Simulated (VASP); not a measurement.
Runs of VASP 6.6.1 on Hg. The structure is that of space group R-3m (No. 166), or close to it. The cells are those of the table. 

```csv
potentials or basis,cell,cutoff (eV),gap on the mesh (eV),pressure (GPa)
"VASP PAW PBE potentials, release 64 (Hg)","a = 2.757 Å, angles 70.5°, 1 atom",520,none,40.1
"VASP PAW PBE potentials, release 64 (Hg)","a = 3.033 Å, angles 63.3°, 1 atom",520,none,11.8
"VASP PAW PBE potentials, release 64 (Hg)","a = 2.866 Å, angles 74.3°, 1 atom",520,none,(a)
"VASP PAW PBE potentials, release 64 (Hg)","a = 3.132 Å, angles 67.0°, 1 atom",520,none,2.5
"VASP PAW PBE potentials, release 64 (Hg_sv_GW)","a = 2.811 Å, angles 72.4°, 1 atom",550,none,(b)
"VASP PAW PBE potentials, release 64 (Hg)","a = 2.962 Å, angles 65.0°, 1 atom",520,none,(c)
"VASP PAW PBE potentials, release 64 (Hg)","a = 2.980 Å, angles 77.7°, 1 atom",520,none,4.6
"VASP PAW PBE potentials, release 64 (Hg)","a = 2.824 Å, angles 68.6°, 1 atom",520,none,29.4
```

Alike in all rows: task single point; level PBE; no spin polarisation; k mesh 18 × 18 × 18; smearing gaussian 0.15 eV.

**Question.** Estimate the missing entries.

**Answer.** (a) 15.2; (b) 23.5; (c) 15.7.

Caveats: spin-orbit coupling is left out, which moves the levels of the heavy elements; the cell stands under pressure (at least some runs); the stress differs along the axes, from 36 to 49 GPa (at least some runs); the stress differs along the axes, from 13 to 19 GPa (at least some runs); the stress differs along the axes, from 21 to 29 GPa (at least some runs); the stress differs along the axes, from 27 to 35 GPa (at least some runs).

A k mesh can miss the band edges, and the runs leave out spin-orbit coupling on Hg.

A gap of «none» marks levels without a gap at the run's occupations.

The runs don't all hold the same shells in valence.
